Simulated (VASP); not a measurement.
KF, 2 atoms in the cell. The structure is cubic, space group Pm-3m (No. 221). The conventional cell has a = 3.231 Å, b = 3.231 Å, c = 3.231 Å, α = 90.00°, β = 90.00°, γ = 90.00°. Within 3.7 Å of K (site symmetry m-3m) lie 8 F at 2.80 Å and 6 K at 3.23 Å. Within 3.7 Å of F (site symmetry m-3m) lie 8 K at 2.80 Å and 6 F at 3.23 Å.  This cell differs from its parent crystal: volume changed by +5%.

```yaml
Program: VASP 6.6.1
Task: single point
Functional: PBE
Potentials_or_basis: VASP PAW PBE potentials, release 64 (K_sv, F)
Cutoff: 520 eV
k_mesh: 4 × 4 × 4
Occupations: gaussian, width 0.01 eV
Spin: no spin polarisation
Dipole_correction: no
Further_INCAR_settings: ALGO = Normal; EDIFF = 1e-06; NBANDS = 15
```

Potentials or basis: VASP PAW PBE potentials, release 64 (K_sv, F).

The run is started by

```bash
$ cat potpaw_PBE.64/K_sv/POTCAR potpaw_PBE.64/F/POTCAR > POTCAR
$ mpirun -np 1 vasp_std > vasp.out
```

Hardware: 1 thread of Intel(R) Xeon(R) 6975P-C (Granite Rapids) (shared host).

Problem. Estimate the wall time of this run.

Solution. Run time: 2.9 s on 1 thread of Intel(R) Xeon(R) 6975P-C (Granite Rapids), on a shared host, peak memory 0.13 GiB. Counts: scf iterations 13, k points 10.
